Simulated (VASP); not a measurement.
# Ti (P6/mmm) in VASP: further runs

Runs on Ti. Level: LDA. Tasks: single point.

Program: VASP 6.6.1. These are calculated values, not measurements. Logs are shortened: lines on timing, memory, paths and dates and some standing lists are left out, and cuts for length are marked.

**1. The cell of the first run**

It takes space group P6/mmm (No. 191, hexagonal). Conventional cell: a = 4.600 Å, b = 4.600 Å, c = 2.820 Å, α = 90.00°, β = 90.00°, γ = 120.00°. Ti (site symmetry 6/mmm) has 14 Ti at 2.82 to 3.01 Å within 3.7 Å. Ti (site symmetry -6m2) has 11 Ti at 2.66 to 3.01 Å within 3.5 Å.

**2. Single point, LDA**

Contents of INCAR:

```
SYSTEM = Ti
PREC = Accurate ; ENCUT = 520
EDIFF = 1E-6 ; ISMEAR = 0
SIGMA = 0.2 ; LREAL = .False.
LASPH = .True. ; NELM = 100
ALGO = Normal ; ISIF = 2
LWAVE = .False. ; LCHARG = .True.
LELF = .True. ; LVHAR = .True.
NBANDS = 25
```

Contents of KPOINTS:

```
Automatic mesh
0
Gamma
  8 8 11
  0 0 0
```

Contents of POSCAR:

```
Ti
1.0
    4.6000000000      0.0000000000      0.0000000000
   -2.3000000000      3.9837168600      0.0000000000
    0.0000000000      0.0000000000      2.8200000000
Ti
3
Direct
    0.0000000000      0.0000000000      0.0000000000
    0.3333333333      0.6666666667      0.5000000000
    0.6666666667      0.3333333333      0.5000000000
```

Potentials or basis: VASP PAW LDA potentials, release 64 (Ti_sv).

Run with:

```sh
cat potpaw_LDA.64/Ti_sv/POTCAR > POTCAR
mpirun -np 1 vasp_std > vasp.out
```

OUTCAR:

```text
SYSTEM = Ti
   PREC = Accurate
   ENCUT = 520
   EDIFF = 1E-6
   ISMEAR = 0
   LREAL = .False.
   LASPH = .True.
   NELM = 100
   ISIF = 2

 ion  position               nearest neighbor table
   1  0.000  0.000  0.000-
   2  0.333  0.667  0.500-   3 2.66   3 2.66   3 2.66
   3  0.667  0.333  0.500-   2 2.66   2 2.66   2 2.66

  LATTYP: Found a hexagonal cell.
 ALAT       =     4.6000000000
 C/A-ratio  =     0.6130434783

  Lattice vectors:

 A1 = (   4.6000000000,   0.0000000000,   0.0000000000)
 A2 = (  -2.3000000000,   3.9837168600,   0.0000000000)
 A3 = (   0.0000000000,   0.0000000000,   2.8200000000)

Analysis of symmetry for initial positions (statically):
=====================================================================
 Subroutine PRICEL returns:
 Original cell was already a primitive cell.

 Routine SETGRP: Setting up the symmetry group for a
 hexagonal supercell.

 Subroutine GETGRP returns: Found 24 space group operations
 (whereof 24 operations were pure point group operations)
 out of a pool of 24 trial point group operations.

The static configuration has the point symmetry D_6h.

Analysis of symmetry for dynamics (positions and initial velocities):
=====================================================================
 Subroutine PRICEL returns:
 Original cell was already a primitive cell.

 Routine SETGRP: Setting up the symmetry group for a
 hexagonal supercell.

 Subroutine GETGRP returns: Found 24 space group operations
 (whereof 24 operations were pure point group operations)
 out of a pool of 24 trial point group operations.

The dynamic configuration has the point symmetry D_6h.

 Subroutine INISYM returns: Found 24 space group operations
 (whereof 24 operations are pure point group operations),
 and found     1 'primitive' translations

----------------------------------------------------------------------------------------

                                     Primitive cell

  volume of cell :      51.6768

  direct lattice vectors                    reciprocal lattice vectors
     4.600000000  0.000000000  0.000000000     0.217391304  0.125510928  0.000000000
    -2.300000000  3.983716860  0.000000000     0.000000000  0.251021856  0.000000000
     0.000000000  0.000000000  2.820000000     0.000000000  0.000000000  0.354609929

  length of vectors
     4.600000000  4.600000002  2.820000000     0.251021856  0.251021856  0.354609929

  position of ions in fractional coordinates (direct lattice)
     0.000000000  0.000000000  0.000000000
     0.333333333  0.666666667  0.500000000
     0.666666667  0.333333333  0.500000000

  ion indices of the primitive-cell ions
   primitive index   ion index
                 1           1
                 2           2
                 3           3

----------------------------------------------------------------------------------------

 KPOINTS: Automatic mesh

Automatic generation of k-mesh.
 Grid dimensions read from file:
 generate k-points for:    8    8   11

 Generating k-lattice:

  Cartesian coordinates                     Fractional coordinates (reciprocal lattice)
     0.027173913  0.015688866  0.000000000     0.125000000  0.000000000  0.000000000
     0.000000000  0.031377732  0.000000000     0.000000000  0.125000000  0.000000000
     0.000000000  0.000000000  0.032237266     0.000000000  0.000000000  0.090909091

  Length of vectors
     0.031377732  0.031377732  0.032237266

  Shift w.r.t. Gamma in fractional coordinates (k-lattice)
     0.000000000  0.000000000  0.000000000

 Subroutine IBZKPT returns following result:
 ===========================================

 Found     60 irreducible k-points:

 Following reciprocal coordinates:
            Coordinates               Weight
  0.000000  0.000000  0.000000      1.000000
  0.125000  0.000000  0.000000      6.000000
  0.250000  0.000000  0.000000      6.000000
  0.375000  0.000000  0.000000      6.000000
  0.500000  0.000000  0.000000      3.000000
  0.125000  0.125000  0.000000      6.000000
[... 16 lines left out ...]
  0.250000  0.000000  0.181818     12.000000
  0.375000  0.000000  0.181818     12.000000
 [... further k-points ...]
   k-points           NKPTS =     60   k-points in BZ     NKDIM =     60   number of bands    NBANDS=     25
   number of dos      NEDOS =    301   number of ions     NIONS =      3
   total plane-waves  NPLWV =  31104
   dimension x,y,z NGX =    36 NGY =   36 NGZ =   24
   dimension x,y,z NGXF=    72 NGYF=   72 NGZF=   48
   ions per type =               3
   NGX,Y,Z   is equivalent  to a cutoff of  13.01, 13.01, 14.15 a.u.
   NGXF,Y,Z  is equivalent  to a cutoff of  26.02, 26.02, 28.30 a.u.
 SYSTEM =  Ti
   PREC   = accura    normal or accurate (medium, high low for compatibility)
   ISTART =      0    job   : 0-new  1-cont  2-samecut
   ICHARG =      2    charge: 1-file 2-atom 10-const
   ISPIN  =      1    spin polarized calculation?
   LNONCOLLINEAR =      F non collinear calculations
   LSORBIT =      F    spin-orbit coupling
   LASPH  =      T    aspherical Exc in radial PAW
   ENCUT  =  520.0 eV  38.22 Ry    6.18 a.u.   8.55  8.55  5.24*2*pi/ulx,y,z
   NELM   =    100;   NELMIN=  2; NELMDL= -5     # of ELM steps
   EDIFF  = 0.1E-05   stopping-criterion for ELM
   LREAL  =      F    real-space projection
   EDIFFG = 0.1E-04   stopping-criterion for IOM
   NSW    =      0    number of steps for IOM
   IBRION =     -1    ionic relax: 0-MD 1-quasi-New 2-CG
   NFREE  =      0    steps in history (QN), initial steepest desc. (CG)
   ISIF   =      2    stress and relaxation
   ISYM   =      2    0-nonsym 1-usesym 2-fastsym
   POTIM  = 0.5000    time-step for ionic-motion
   TEBEG  =    0.0;   TEEND  =   0.0 temperature during run
   PSTRESS=    0.0 pullay stress
   NELECT =      36.0000    total number of electrons
   NUPDOWN=      -1.0000    fix difference up-down
   EMIN   =  10.00;   EMAX   =-10.00  energy-range for DOS
   EFERMI =   0.00;   METHOD = LEGACY
   ISMEAR =     0;   SIGMA  =   0.20  broadening in eV -4-tet -1-fermi 0-gaus
   EFERMI_NEDOS =   21; number of points for ismear=-14 and -15
   IALGO  =     38    algorithm
   IMIX   =      4    mixing-type and parameters
     AMIX     =   0.40;   BMIX     =  1.00
     AMIX_MAG =   1.60;   BMIX_MAG =  1.00
  volume/ion in A,a.u.               =      17.23       116.24
  Fermi-wavevector in a.u.,A,eV,Ry     =   1.451255  2.742475 28.655807  2.106142
  Thomas-Fermi vector in A             =   2.568774
   LORBIT       =      0    0 simple, 1 ext, 2 COOP (PROOUT), +10 PAW based schemes
   GGA     = CA    functional components
   LHFCALC =     F    Hartree Fock is set to
   AEXX    =    0.0000 exact exchange contribution
   IVDW    =     0    specifies the selected vdW correction
   LEPSILON=     F    determine dielectric tensor
   LRPA    =     F    only Hartree local field effects (RPA)
 non-spin polarized calculation
 Gauss-broadening in eV      SIGMA  =   0.20
  energy-cutoff  :      520.00
  volume of cell :       51.68
 maximum number of plane-waves:      1414
 NGX is ok and might be reduce to    36
   NGX = 17   NGY = 17   NGZ = 11

 number of electron      35.9999981 magnetization

 Free energy of the ion-electron system (eV)
  ---------------------------------------------------
  ext. energy  EPLUGINS =         0.00000000
  ---------------------------------------------------
  free energy    TOTEN  =       -25.61950813 eV

  energy without entropy =      -25.55843647  energy(sigma->0) =      -25.58897230

 E-fermi :   8.0349     XC(G=0): -11.8233

 val. band max:        8.0328602068   @ k =   0.2500   0.0000   0.0909
 cond. band min:       8.0653195215   @ k =   0.2500   0.2500   0.0000
 fundamental gap:      0.0324593147
 Fermi energy:         8.0348629810

 k-point     1 :       0.0000    0.0000    0.0000
  band No.  band energies     occupation
      1     -48.1173      2.00000
      2     -47.8712      2.00000
      3     -47.7095      2.00000
      4     -24.8182      2.00000
      5     -24.8182      2.00000
      6     -24.7158      2.00000
[... 17 lines left out ...]
     24       9.8997      0.00000
     25       9.9755      0.00000

 k-point     2 :       0.1250    0.0000    0.0000
  band No.  band energies     occupation
      1     -48.1151      2.00000
      2     -47.8676      2.00000
      3     -47.7156      2.00000
      4     -24.8627      2.00000
      5     -24.8498      2.00000
      6     -24.6702      2.00000
[... 17 lines left out ...]
     24       9.6613      0.00000
     25      10.3010      0.00000

 k-point     3 :       0.2500    0.0000    0.0000
  band No.  band energies     occupation
      1     -48.1098      2.00000
      2     -47.8566      2.00000
      3     -47.7324      2.00000
      4     -24.9242      2.00000
      5     -24.8609      2.00000
      6     -24.6060      2.00000
[... 17 lines left out ...]
     24       9.7831      0.00000
     25      10.6674      0.00000

 k-point     4 :       0.3750    0.0000    0.0000
  band No.  band energies     occupation
      1     -48.1047      2.00000
      2     -47.8398      2.00000
      3     -47.7548      2.00000
      4     -24.9674      2.00000
      5     -24.8253      2.00000
      6     -24.5612      2.00000
[... 17 lines left out ...]
     24      10.2636      0.00000
     25      10.5394      0.00000
[... 477 lines left out ...]
 k-point    22 :       0.1250    0.0000    0.1818
  band No.  band energies     occupation
      1     -48.0940      2.00000
      2     -47.8532      2.00000
      3     -47.6987      2.00000
      4     -24.8258      2.00000
      5     -24.8179      2.00000
      6     -24.6600      2.00000
[... 17 lines left out ...]
     24       9.6003      0.00000
     25      10.5462      0.00000

 k-point    23 :       0.2500    0.0000    0.1818
  band No.  band energies     occupation
      1     -48.0902      2.00000
      2     -47.8409      2.00000
      3     -47.7154      2.00000
      4     -24.8795      2.00000
      5     -24.8341      2.00000
      6     -24.6088      2.00000
[... 17 lines left out ...]
     24       9.7449      0.00000
     25      10.9118      0.00000

 k-point    24 :       0.3750    0.0000    0.1818
  band No.  band energies     occupation
      1     -48.0865      2.00000
      2     -47.8227      2.00000
      3     -47.7377      2.00000
      4     -24.9176      2.00000
      5     -24.8127      2.00000
      6     -24.6107      2.00000
[... 17 lines left out ...]
     24      10.1363      0.00000
     25      10.5250      0.00000

 [... further k-points ...]
[... 5 lines left out ...]
  --------------------------------------------------------------------------------------
  -------------------------------------------------------------------------------------
  Total       -3.1734230     -3.1734230     -2.5137342      0.0000000      0.0000000      0.0000000
  in kB      -98.3882287    -98.3882289    -77.9353577      0.0000000      0.0000000      0.0000000
  external PRESSURE =     -91.5706051 kB  Pullay stress =       0.0000000 kB

 VOLUME and BASIS-vectors are now :
 -----------------------------------------------------------------------------
  energy-cutoff  :      520.00
  volume of cell :       51.68
      direct lattice vectors                 reciprocal lattice vectors
     4.600000000  0.000000000  0.000000000     0.217391304  0.125510928  0.000000000
    -2.300000000  3.983716860  0.000000000     0.000000000  0.251021856  0.000000000
     0.000000000  0.000000000  2.820000000     0.000000000  0.000000000  0.354609929

 POSITION                                       TOTAL-FORCE (eV/Angst)
 -----------------------------------------------------------------------------------
      0.00000      0.00000      0.00000         0.000000      0.000000      0.000000
     -0.00000      2.65581      1.41000        -0.000000      0.000000     -0.000000
      2.30000      1.32791      1.41000         0.000000     -0.000000      0.000000
 -----------------------------------------------------------------------------------
    total drift:                                0.000000      0.000000     -0.000000

  FREE ENERGIE OF THE ION-ELECTRON SYSTEM (eV)
  ---------------------------------------------------
  free  energy   TOTEN  =       -25.6195081263 eV

  energy  without entropy=      -25.5584364655  energy(sigma->0) =      -25.58897230
```

Wall time 58 s (1 thread of Intel Xeon Platinum 8259CL at 2.50GHz (Skylake/Cascade Lake), shared host); peak memory 0.19 GiB.

Results:

| Item | Value |
| --- | --- |
| Free energy | -25.6195 eV |
| Pressure | -9.2 GPa |
| Band gap on the k mesh | zero (band 18 reaches 8.23 eV, above the bottom of band 19 at 7.96 eV) |

Stress tensor (GPa, compression positive):
```
-9.84  0.00  0.00
 0.00 -9.84  0.00
 0.00  0.00 -7.79
```

Levels at points of the mesh, in eV from the Fermi level:
```csv
k point,band 16,band 17,band 18,band 19,band 20,band 21
"(0.00, 0.00, 0.00)",-0.67,-0.56,-0.56,-0.07,0.62,1.27
"(0.50, 0.00, 0.00)",-0.41,-0.39,-0.35,0.06,0.49,1.10
```

**3. Single point, LDA**

Contents of INCAR:

```
ALGO = Normal ; EDIFF = 1E-7
ENCUT = 520 ; ISIF = 2
ISMEAR = 0 ; LASPH = True
LCHARG = True ; LELF = True
LREAL = False ; LVHAR = True
LWAVE = False ; NBANDS = 25
NELM = 60 ; PREC = Accurate
SIGMA = 0.1
```

Contents of KPOINTS:

```
k-points
0
Gamma
  8 8 11
```

POSCAR is that of step 2.

Potentials or basis: VASP PAW LDA potentials, release 64 (Ti_sv).

Run with:

```sh
cat potpaw_LDA.64/Ti_sv/POTCAR > POTCAR
mpirun -np 1 vasp_std > vasp.out
```

OUTCAR:

```text
EDIFF = 1E-7
   ENCUT = 520
   ISIF = 2
   ISMEAR = 0
   LASPH = True
   LREAL = False
   NELM = 60
   PREC = Accurate

 ion  position               nearest neighbor table
   1  0.000  0.000  0.000-
   2  0.333  0.667  0.500-   3 2.66   3 2.66   3 2.66
   3  0.667  0.333  0.500-   2 2.66   2 2.66   2 2.66

  LATTYP: Found a hexagonal cell.
 ALAT       =     4.6000000000
 C/A-ratio  =     0.6130434783

  Lattice vectors:
[... 192 lines left out ...]
      2     -47.8707      2.00000
      3     -47.7078      2.00000
      4     -24.8369      2.00000
      5     -24.8369      2.00000
      6     -24.7145      2.00000
[... 661 lines left out ...]
     24      10.1321      0.00000
     25      10.5219      0.00000

 [... further k-points ...]
[... 5 lines left out ...]
  --------------------------------------------------------------------------------------
  -------------------------------------------------------------------------------------
  Total       -3.1719433     -3.1719433     -2.5600075      0.0000000      0.0000000     -0.0000000
  in kB      -98.3423527    -98.3423528    -79.3700075      0.0000000      0.0000000     -0.0000000
  external PRESSURE =     -92.0182377 kB  Pullay stress =       0.0000000 kB

 VOLUME and BASIS-vectors are now :
 -----------------------------------------------------------------------------
  energy-cutoff  :      520.00
  volume of cell :       51.68
      direct lattice vectors                 reciprocal lattice vectors
     4.600000000  0.000000000  0.000000000     0.217391304  0.125510928  0.000000000
    -2.300000000  3.983716860  0.000000000     0.000000000  0.251021856  0.000000000
     0.000000000  0.000000000  2.820000000     0.000000000  0.000000000  0.354609929

 POSITION                                       TOTAL-FORCE (eV/Angst)
 -----------------------------------------------------------------------------------
      0.00000      0.00000      0.00000         0.000000      0.000000     -0.000000
     -0.00000      2.65581      1.41000        -0.000000     -0.000000      0.000000
      2.30000      1.32791      1.41000         0.000000      0.000000     -0.000000
 -----------------------------------------------------------------------------------
    total drift:                                0.000000      0.000000     -0.000000

  FREE ENERGIE OF THE ION-ELECTRON SYSTEM (eV)
  ---------------------------------------------------
  free  energy   TOTEN  =       -25.5974908293 eV

  energy  without entropy=      -25.5837309305  energy(sigma->0) =      -25.59061088
```

stdout:

```text
POSCAR found type information on POSCAR Ti
 POSCAR found :  1 types and       3 ions
 scaLAPACK will be used
 LDA part: xc-table for (Slater(with rela. corr.)+CA(PZ))
 , standard interpolation
 POSCAR, INCAR and KPOINTS ok, starting setup
 FFT: planning ... GRIDC
 FFT: planning ... GRID_SOFT
 FFT: planning ... GRID
 WAVECAR not read
 entering main loop
```

It took 65 s on 1 thread of Intel Xeon Platinum 8259CL at 2.50GHz (Skylake/Cascade Lake), shared host; peak memory 0.19 GiB.

Results:

```
Free energy            : -25.5975 eV
Pressure               : -9.2 GPa
Band gap on the k mesh : zero (band 18 reaches 8.23 eV, above the bottom of band 19 at 7.95 eV)
```

Levels at points of the mesh, in eV from the Fermi level:
```csv
k point,band 16,band 17,band 18,band 19,band 20,band 21
"(0.00, 0.00, 0.00)",-0.69,-0.57,-0.57,-0.08,0.60,1.25
"(0.50, 0.00, 0.00)",-0.42,-0.40,-0.37,0.03,0.47,1.08
```
